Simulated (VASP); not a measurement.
# Sn3Te (Pm-3m) in VASP: a series of runs

Sn3Te is run at these levels: PBEsol; tasks: relaxation of cell and atoms.

All numbers are computed with VASP 6.6.1; they aren't measurements. Logs are shortened: lines on timing, memory, paths and dates and some standing lists are left out, and cuts for length are marked.

## Step 1: The cell of the first run

It takes space group Pm-3m (No. 221, cubic). Conventional cell: a = 4.866 Å, b = 4.866 Å, c = 4.866 Å, α = 90.00°, β = 90.00°, γ = 90.00°. Within 4.5 Å of Te (site symmetry m-3m) lie 12 Sn at 3.44 Å. Within 4.5 Å of Sn (site symmetry 4/mmm) lie 4 Te at 3.44 Å and 8 Sn at 3.44 Å.

## Step 2: Relaxation of cell and atoms, PBEsol, target pressure 20 GPa, at which the enthalpy is minimised

Contents of INCAR:

```
  ALGO = Normal
  EDIFF = 1E-6
  EDIFFG = -0.01
  ENCUT = 600
  GGA = PS
  IBRION = 2
  ISIF = 3
  ISMEAR = -1
  LASPH = T
  LCHARG = F
  LREAL = F
  LWAVE = F
  NELM = 80
  NSW = 80
  PREC = Accurate
  PSTRESS = 200.0
  SIGMA = 0.05
```

Contents of KPOINTS:

```
k-points
0
Gamma
  6 6 6
```

Contents of POSCAR:

```
Sn3Te
1.0
    4.8656220000      0.0000000000      0.0000000000
    0.0000000000      4.8656220000      0.0000000000
    0.0000000000      0.0000000000      4.8656220000
Te Sn
1 3
Direct
    0.0000000000      0.0000000000      0.0000000000
    0.0000000000      0.5000000000      0.5000000000
    0.5000000000      0.0000000000      0.5000000000
    0.5000000000      0.5000000000      0.0000000000
```

Potentials or basis: VASP PAW PBE potentials, release 64 (Te, Sn_d).

On the command line:

```
$ cat potpaw_PBE.64/Te/POTCAR potpaw_PBE.64/Sn_d/POTCAR > POTCAR
$ mpirun -np 1 vasp_std > vasp.out
```

OUTCAR:

```text
EDIFF = 1E-6
   EDIFFG = -0.01
   ENCUT = 600
   GGA = PS
   IBRION = 2
   ISIF = 3
   ISMEAR = -1
   LASPH = T
   LREAL = F
   NELM = 80
   NSW = 80
   PREC = Accurate
   PSTRESS = 200.0

 ion  position               nearest neighbor table
   1  0.000  0.000  0.000-   2 3.44   3 3.44   4 3.44   2 3.44   3 3.44   2 3.44   4 3.44   2 3.44
                             3 3.44   4 3.44   3 3.44   4 3.44
   2  0.000  0.500  0.500-   1 3.44   3 3.44   4 3.44   1 3.44   4 3.44   1 3.44   3 3.44   1 3.44
                             3 3.44   4 3.44   4 3.44   3 3.44
   3  0.500  0.000  0.500-   1 3.44   2 3.44   4 3.44   1 3.44   4 3.44   2 3.44   4 3.44   4 3.44
                             1 3.44   2 3.44   1 3.44   2 3.44
   4  0.500  0.500  0.000-   1 3.44   2 3.44   3 3.44   2 3.44   3 3.44   1 3.44   3 3.44   3 3.44
                             1 3.44   2 3.44   2 3.44   1 3.44

  LATTYP: Found a simple cubic cell.
 ALAT       =     4.8656220000

  Lattice vectors:

 A1 = (   4.8656220000,   0.0000000000,   0.0000000000)
 A2 = (   0.0000000000,   4.8656220000,   0.0000000000)
 A3 = (   0.0000000000,   0.0000000000,   4.8656220000)

Analysis of symmetry for initial positions (statically):
=====================================================================
 Subroutine PRICEL returns:
 Original cell was already a primitive cell.

 Routine SETGRP: Setting up the symmetry group for a
 simple cubic supercell.

 Subroutine GETGRP returns: Found 48 space group operations
 (whereof 48 operations were pure point group operations)
 out of a pool of 48 trial point group operations.

The static configuration has the point symmetry O_h .

Analysis of symmetry for dynamics (positions and initial velocities):
=====================================================================
 Subroutine PRICEL returns:
 Original cell was already a primitive cell.

 Routine SETGRP: Setting up the symmetry group for a
 simple cubic supercell.

 Subroutine GETGRP returns: Found 48 space group operations
 (whereof 48 operations were pure point group operations)
 out of a pool of 48 trial point group operations.

The dynamic configuration has the point symmetry O_h .

 Subroutine INISYM returns: Found 48 space group operations
 (whereof 48 operations are pure point group operations),
 and found     1 'primitive' translations

----------------------------------------------------------------------------------------

                                     Primitive cell

  volume of cell :     115.1901

  direct lattice vectors                    reciprocal lattice vectors
     4.865622000  0.000000000  0.000000000     0.205523569  0.000000000  0.000000000
     0.000000000  4.865622000  0.000000000     0.000000000  0.205523569  0.000000000
     0.000000000  0.000000000  4.865622000     0.000000000  0.000000000  0.205523569

  length of vectors
     4.865622000  4.865622000  4.865622000     0.205523569  0.205523569  0.205523569

  position of ions in fractional coordinates (direct lattice)
     0.000000000  0.000000000  0.000000000
     0.000000000  0.500000000  0.500000000
     0.500000000  0.000000000  0.500000000
     0.500000000  0.500000000  0.000000000

  ion indices of the primitive-cell ions
   primitive index   ion index
                 1           1
                 2           2
                 3           3
                 4           4

----------------------------------------------------------------------------------------

 KPOINTS: k-points

Automatic generation of k-mesh.
 Grid dimensions read from file:
 generate k-points for:    6    6    6

 Generating k-lattice:

  Cartesian coordinates                     Fractional coordinates (reciprocal lattice)
     0.034253928  0.000000000  0.000000000     0.166666667  0.000000000  0.000000000
     0.000000000  0.034253928  0.000000000     0.000000000  0.166666667  0.000000000
     0.000000000  0.000000000  0.034253928     0.000000000  0.000000000  0.166666667

  Length of vectors
     0.034253928  0.034253928  0.034253928

  Shift w.r.t. Gamma in fractional coordinates (k-lattice)
     0.000000000  0.000000000  0.000000000

 Subroutine IBZKPT returns following result:
 ===========================================

 Found     20 irreducible k-points:

 Following reciprocal coordinates:
            Coordinates               Weight
  0.000000  0.000000  0.000000      1.000000
  0.166667  0.000000  0.000000      6.000000
  0.333333  0.000000  0.000000      6.000000
  0.500000  0.000000  0.000000      3.000000
  0.166667  0.166667  0.000000     12.000000
  0.333333  0.166667  0.000000     24.000000
[... 12 lines left out ...]
  0.500000  0.500000  0.333333      6.000000
  0.500000  0.500000  0.500000      1.000000
   k-points           NKPTS =     20   k-points in BZ     NKDIM =     20   number of bands    NBANDS=     28
   number of dos      NEDOS =    301   number of ions     NIONS =      4
   total plane-waves  NPLWV =  64000
   dimension x,y,z NGX =    40 NGY =   40 NGZ =   40
   dimension x,y,z NGXF=    80 NGYF=   80 NGZF=   80
   ions per type =               1   3
   NGX,Y,Z   is equivalent  to a cutoff of  13.67, 13.67, 13.67 a.u.
   NGXF,Y,Z  is equivalent  to a cutoff of  27.33, 27.33, 27.33 a.u.
 SYSTEM =  unknown system
   PREC   = accura    normal or accurate (medium, high low for compatibility)
   ISTART =      0    job   : 0-new  1-cont  2-samecut
   ICHARG =      2    charge: 1-file 2-atom 10-const
   ISPIN  =      1    spin polarized calculation?
   LNONCOLLINEAR =      F non collinear calculations
   LSORBIT =      F    spin-orbit coupling
   LASPH  =      T    aspherical Exc in radial PAW
   ENCUT  =  600.0 eV  44.10 Ry    6.64 a.u.   9.72  9.72  9.72*2*pi/ulx,y,z
   NELM   =     80;   NELMIN=  2; NELMDL= -5     # of ELM steps
   EDIFF  = 0.1E-05   stopping-criterion for ELM
   LREAL  =      F    real-space projection
   EDIFFG = -.1E-01   stopping-criterion for IOM
   NSW    =     80    number of steps for IOM
   IBRION =      2    ionic relax: 0-MD 1-quasi-New 2-CG
   NFREE  =      1    steps in history (QN), initial steepest desc. (CG)
   ISIF   =      3    stress and relaxation
   ISYM   =      2    0-nonsym 1-usesym 2-fastsym
   POTIM  = 0.5000    time-step for ionic-motion
   TEBEG  =    0.0;   TEEND  =   0.0 temperature during run
   PSTRESS=  200.0 pullay stress
   NELECT =      48.0000    total number of electrons
   NUPDOWN=      -1.0000    fix difference up-down
   EMIN   =  10.00;   EMAX   =-10.00  energy-range for DOS
   EFERMI =   0.00;   METHOD = LEGACY
   ISMEAR =    -1;   SIGMA  =   0.05  broadening in eV -4-tet -1-fermi 0-gaus
   EFERMI_NEDOS =   21; number of points for ismear=-14 and -15
   IALGO  =     38    algorithm
   IMIX   =      4    mixing-type and parameters
     AMIX     =   0.40;   BMIX     =  1.00
     AMIX_MAG =   1.60;   BMIX_MAG =  1.00
  volume/ion in A,a.u.               =      28.80       194.34
  Fermi-wavevector in a.u.,A,eV,Ry     =   1.222785  2.310729 20.343484  1.495204
  Thomas-Fermi vector in A             =   2.357920
   LORBIT       =      0    0 simple, 1 ext, 2 COOP (PROOUT), +10 PAW based schemes
   GGA     = PS    functional components
   LHFCALC =     F    Hartree Fock is set to
   AEXX    =    0.0000 exact exchange contribution
   IVDW    =     0    specifies the selected vdW correction
   LEPSILON=     F    determine dielectric tensor
   LRPA    =     F    only Hartree local field effects (RPA)
 conjugate gradient relaxation of ions
 non-spin polarized calculation
  energy-cutoff  :      600.00
  volume of cell :      115.19
 maximum number of plane-waves:      3887
 NGX is ok and might be reduce to    40
   NGX = 19   NGY = 19   NGZ = 19

--------------------------------------- Ionic step        1  -------------------------------------------

 number of electron      47.9999994 magnetization

 Free energy of the ion-electron system (eV)
  ---------------------------------------------------
  ext. energy  EPLUGINS =         0.00000000
  ---------------------------------------------------
  free energy    TOTEN  =       -16.07962316 eV

  energy without entropy =      -16.05551510  energy(sigma->0) =      -16.06756913

 E-fermi :   7.4684     XC(G=0): -10.2005

 val. band max:        7.4518976142   @ k =   0.1667   0.0000   0.0000
 cond. band min:       7.4997890517   @ k =   0.1667   0.0000   0.0000
 fundamental gap:      0.0478914375
 Fermi energy:         7.4684022360

 k-point     1 :       0.0000    0.0000    0.0000
  band No.  band energies     occupation
      1     -14.0581      2.00000
      2     -14.0581      2.00000
      3     -14.0581      2.00000
      4     -14.0393      2.00000
      5     -14.0393      2.00000
      6     -14.0169      2.00000
[... 20 lines left out ...]
     27       9.3858      0.00000
     28       9.3858      0.00000
[... 729 lines left out ...]
 POSITION                                       TOTAL-FORCE (eV/Angst)
 -----------------------------------------------------------------------------------
      0.00000      0.00000      0.00000         0.000000     -0.000000      0.000000
      0.00000      2.22048      2.22048        -0.000000      0.000000      0.000000
      2.22048     -0.00000      2.22048         0.000000     -0.000000      0.000000
      2.22048      2.22048      0.00000         0.000000     -0.000000      0.000000
 -----------------------------------------------------------------------------------
    total drift:                               -0.000000     -0.000000     -0.000000

  FREE ENERGIE OF THE ION-ELECTRON SYSTEM (eV)
  ---------------------------------------------------
  free  energy   TOTEN  =       -15.0902303427 eV

  energy  without entropy=      -15.0607364352  energy(sigma->0) =      -15.07548339

  enthalpy is  TOTEN    =        -4.1569302359 eV   P V=       10.9333001068

--------------------------------------- Ionic step        5  -------------------------------------------

 number of electron      47.9999982 magnetization

 Free energy of the ion-electron system (eV)
  ---------------------------------------------------
  ext. energy  EPLUGINS =         0.00000000
  ---------------------------------------------------
  free energy    TOTEN  =       -14.98756174 eV

  energy without entropy =      -14.95912850  energy(sigma->0) =      -14.97334512

 E-fermi :  11.2941     XC(G=0): -11.5604

 val. band max:       11.2370008536   @ k =   0.1667   0.0000   0.0000
 cond. band min:      11.2969778389   @ k =   0.5000   0.1667   0.0000
 fundamental gap:      0.0599769852
 Fermi energy:        11.2941101103

 k-point     1 :       0.0000    0.0000    0.0000
  band No.  band energies     occupation
      1     -10.4732      2.00000
      2     -10.4732      2.00000
      3     -10.4732      2.00000
      4     -10.4373      2.00000
      5     -10.3552      2.00000
      6     -10.3552      2.00000
[... 20 lines left out ...]
     27      13.5021      0.00000
     28      13.5021      0.00000
[... 600 lines left out ...]
 VOLUME and BASIS-vectors are now :
 -----------------------------------------------------------------------------
  energy-cutoff  :      600.00
  volume of cell :       86.74
      direct lattice vectors                 reciprocal lattice vectors
     4.426575595  0.000000000  0.000000000     0.225908262 -0.000000000 -0.000000000
     0.000000000  4.426575595  0.000000000    -0.000000000  0.225908262  0.000000000
     0.000000000 -0.000000000  4.426575595    -0.000000000 -0.000000000  0.225908262

 POSITION                                       TOTAL-FORCE (eV/Angst)
 -----------------------------------------------------------------------------------
      0.00000      0.00000      0.00000         0.000000     -0.000000      0.000000
      0.00000      2.21329      2.21329        -0.000000      0.000000      0.000000
      2.21329     -0.00000      2.21329         0.000000      0.000000      0.000000
      2.21329      2.21329      0.00000         0.000000     -0.000000      0.000000
 -----------------------------------------------------------------------------------
    total drift:                               -0.000000     -0.000000     -0.000000

  FREE ENERGIE OF THE ION-ELECTRON SYSTEM (eV)
  ---------------------------------------------------
  free  energy   TOTEN  =       -14.9875617447 eV

  energy  without entropy=      -14.9591285012  energy(sigma->0) =      -14.97334512

  enthalpy is  TOTEN    =        -4.1601894751 eV   P V=       10.8273722696

 reached required accuracy - stopping structural energy minimisation
```

It took 2.8 min on 1 thread of Intel Xeon Platinum 8488C (Sapphire Rapids), shared host; peak memory 0.28 GiB.

What came out:

* Free energy: -14.9876 eV
* Relaxed volume: 21.68 Å³/atom
* Relaxed cell: a = 4.427 Å, b = 4.427 Å, c = 4.427 Å, α = 90.00°, β = 90.00°, γ = 90.00°
* Space group after relaxing (to 0.1 Å): Pm-3m (No. 221)
* Energy change on relaxing (the run minimises the enthalpy): +273.0 meV/atom
* Ionic steps: 5
* Pressure after relaxing: 20.0 GPa
* Band gap on the k mesh: zero (bands 24 and 25 overlap by 5.28 eV)

The path:
| step | energy change (eV) | largest force (eV/Å) | pressure (GPa) | volume (Å³) |
| --- | --- | --- | --- | --- |
| 1 | 0.0000 | 0.0000 | -2.37 | 115.19 |
| 2 | 10.6968 | 0.0000 | 126.14 | 60.32 |
| 3 | 0.8430 | 0.0000 | 16.93 | 88.90 |
| 4 | 0.9894 | 0.0000 | 18.76 | 87.59 |
| 5 | 1.0921 | 0.0000 | 20.02 | 86.74 |

Final structure:
```xyz
4
Lattice="4.4266 0.0000 0.0000 0.0000 4.4266 0.0000 0.0000 0.0000 4.4266" Properties=species:S:1:pos:R:3 pbc="T T T"
Te    0.0000    0.0000    0.0000
Sn    0.0000    2.2133    2.2133
Sn    2.2133    0.0000    2.2133
Sn    2.2133    2.2133    0.0000
```

Levels at points of the mesh, in eV from the Fermi level:
```csv
k point,band 22,band 23,band 24,band 25,band 26,band 27
"(0.00, 0.00, 0.00)",-4.82,0.54,0.54,0.54,2.21,2.21
"(0.50, 0.00, 0.00)",-2.56,-2.56,-1.95,-1.06,3.13,3.13
"(0.50, 0.50, 0.00)",-1.67,-1.67,-0.51,-0.51,-0.46,-0.13
"(0.50, 0.50, 0.50)",-6.98,-5.94,4.22,4.22,4.22,7.05
```

Caveat: the cell is relaxed towards a set pressure, so the run minimises the enthalpy, not the energy; the volume moved by over 15 % at a fixed basis, so the end points are rough; the PAW data sets were made with another functional, which shifts forces and pressure a little; spin-orbit coupling is left out, which moves the levels of the heavy elements.

(Part 1 of 2 ends here.)

The gap in the log of VASP goes by the Fermi energy; the results here count the filled bands.